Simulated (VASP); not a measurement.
The system is SnSe2.

```xyz
6
Lattice="-2.8144 2.8144 5.5113 2.8144 -2.8144 5.5113 2.8144 2.8144 -5.5113" Properties=species:S:1:pos:R:3 pbc="T T T"
Sn    0.0000    2.8144    2.7556
Sn    0.0000    0.0000    0.0000
Se    0.0000    2.8144    0.2136
Se    0.0000    0.0000    8.4805
Se    0.0000    0.0000    2.5421
Se    0.0000    2.8144    5.2977
```

Base run:

| Item | Value |
| --- | --- |
| Program | VASP 6.6.1 |
| Functional | r2SCAN |
| Potentials or basis | VASP PAW PBE potentials, release 64 (Sn_d, Se) |
| Cutoff | 520 eV |
| k mesh | 6 × 6 × 6 |
| Occupations | gaussian, width 0.01 eV |
| Spin | no spin polarisation |

Its results: band gap on the k mesh 0.52 eV (least direct gap 0.80 eV); pressure 0.0 GPa; largest force 0.010 eV/Å.

Q: The run is repeated on the same cell with these changes: functional from r2SCAN to PBE; further incar settings from ALGO = Normal; EDIFF = 1e-07; NBANDS = 35 to ALGO = Normal; EDIFF = 1e-06; NBANDS = 35. What comes out?

A: Band gap on the k mesh 0.33 eV (least direct gap 0.53 eV); pressure 1.9 GPa; largest force 0.211 eV/Å.

Caveats: semilocal functionals underestimate gaps, and a narrow one can read as zero; spin-orbit coupling is left out, which moves the levels of the heavy elements; the PAW data sets were made with another functional, which shifts forces and pressure a little (at least some runs).

A k mesh can miss the band edges.
